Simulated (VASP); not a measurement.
**GaN: single point with LDA**

Crystal: GaN.

```
CELL_PARAMETERS angstrom
0.00000 2.24895 2.24895
2.24895 0.00000 2.24895
2.24895 2.24895 0.00000
ATOMIC_POSITIONS crystal
Ga 0.00000 0.00000 0.00000
N 0.75000 0.75000 0.75000
```

```json
{"Program": "VASP 6.6.1", "Task": "single point", "Functional": "LDA", "Potentials or basis": "VASP PAW LDA potentials, release 64 (Ga_d, N_h)", "Cutoff": "1330 eV", "k mesh": "10 × 10 × 10", "Occupations": "gaussian, width 0.01 eV", "Spin": "no spin polarisation", "Dipole correction": "no", "Further INCAR settings": "ALGO = Normal; EDIFF = 1e-06; NBANDS = 16"}
```

The pressure is -4.5 GPa and the band gap on the k mesh is 1.79 eV.

Levels at points of the mesh, in eV from the valence-band top:
```csv
k point,band 6,band 7,band 8,band 9,band 10,band 11,band 12,band 13
"(0.00, 0.00, 0.00)",-13.23,0.00,0.00,0.00,1.79,10.15,10.15,10.15
"(0.50, 0.00, 0.00)",-11.85,-7.16,-0.99,-0.99,4.59,8.63,10.24,10.24
"(0.50, 0.50, 0.00)",-11.37,-6.23,-2.75,-2.75,3.25,6.52,11.55,13.82
```

Run time: 54 s on 1 thread of AMD EPYC 7R43 64-Core Processor (Zen 3) (shared host), peak memory 0.21 GiB.

Caveat: the cell stands under tension.
